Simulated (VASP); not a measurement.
Set up this calculation in VASP 6.6.1, as the native input.

```
Task                   : single point
Functional             : PBE
Dispersion             : D3(BJ)
Potentials or basis    : VASP PAW PBE potentials, release 64 (C, N)
Cutoff                 : 520 eV
k mesh                 : 8 × 7 × 1
Occupations            : gaussian, width 0.05 eV
Spin                   : no spin polarisation
Dipole correction      : yes
Further INCAR settings : ALGO = Normal; EDIFF = 1e-07; NBANDS = 37
```

The structure of C5N lies in POSCAR:

```
C5N
1.0
    3.6473242087      0.0000000000      0.0000000000
   -1.6658829526      3.9310150920      0.0000000000
    0.0000000000      0.0000000000     23.1309581756
C N
10 2
Direct
    0.5001799340      0.3333933113      0.1729284178
    0.4998200660      0.6666066887      0.1729284178
    0.5001799340      0.8333933113      0.2262110668
    0.4998200660      0.1666066887      0.2262110668
    0.5000212336      0.3353169660      0.2794744906
    0.4999787664      0.6646830340      0.2794744906
    0.5001286265      0.8366480411      0.3329734377
    0.4998713735      0.1633519589      0.3329734377
    0.4997623706      0.3544335280      0.3817809063
    0.5002376294      0.6455664720      0.3817809063
    0.9997623706      0.3544335280      0.4985075883
    0.9997623706      0.3544335280      0.5460629032
```

One way to write it, as run:

INCAR

```
  PREC = Accurate
  ENCUT = 520
  EDIFF = 1E-7
  ISMEAR = 0
  SIGMA = 0.05
  LREAL = False
  LASPH = True
  NELM = 60
  ALGO = Normal
  ISIF = 2
  LWAVE = False
  LCHARG = False
  LDIPOL = True
  IDIPOL = 3
  DIPOL = 0.5 0.5 0.319
  GGA = PE
  IVDW = 12
  NBANDS = 37
```

KPOINTS

```
Automatic mesh
0
Gamma
  8 7 1
```

Potentials or basis: VASP PAW PBE potentials, release 64 (C, N).

Launch:

```bash
$ cat potpaw_PBE.64/C/POTCAR potpaw_PBE.64/N/POTCAR > POTCAR
$ mpirun -np 1 vasp_std > vasp.out
```

Results of the run:

```json
{"Largest force": "6.778 eV/Å", "Band gap on the k mesh": "zero (bands 25 and 26 overlap by 0.74 eV)", "Dispersion energy per atom": "-0.109 eV"}
```

Caveat: the standard files for N, O and F lose accuracy on very short bonds.

Run time: 5.7 min on 1 thread of Intel(R) Xeon(R) 6975P-C (Granite Rapids) (shared host), peak memory 0.55 GiB.
